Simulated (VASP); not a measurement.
HoS4, 5 atoms in the cell. Symmetry: P-3m1, No. 164, trigonal system. The conventional cell has a = 4.279 Å, b = 4.279 Å, c = 8.848 Å, α = 90.00°, β = 90.00°, γ = 120.00°. Within 3.3 Å of Ho (site symmetry -3m) lie 8 S at 2.54 to 3.00 Å. S (site symmetry 3m) has 1 Ho at 2.54 Å and 3 S at 2.61 Å within 3.3 Å. S (site symmetry 3m) has 3 S at 2.61 Å and 3 Ho at 3.00 Å within 3.4 Å. The cell was generated, and may not be a known phase.

| Quantity | Value |
| --- | --- |
| Program | VASP 6.6.1 |
| Task | single point |
| Functional | PBE |
| Potentials or basis | VASP PAW PBE potentials, release 64 (Ho_3, S), 4f in core |
| Cutoff | 500 eV |
| k mesh | 6 × 6 × 2 |
| Occupations | gaussian, width 0.1 eV |
| Spin | no spin polarisation |
| Dipole correction | no |
| Further INCAR settings | ALGO = Normal; EDIFF = 1e-06; NBANDS = 24 |

Potentials or basis: VASP PAW PBE potentials, release 64 (Ho_3, S), 4f in core.

The run is started by

```console
$ cat potpaw_PBE.64/Ho_3/POTCAR potpaw_PBE.64/S/POTCAR > POTCAR
$ mpirun -np 1 vasp_std > vasp.out
```

Hardware: 1 thread of AMD EPYC 9R45 96-Core Processor (Zen 5), with other jobs on the host.

Question: Estimate the wall time of this run.

Answer: Wall time 39 s on 1 thread of AMD EPYC 9R45 96-Core Processor (Zen 5), on a shared host, peak memory 0.23 GiB. Counts: scf iterations 15, k points 14.
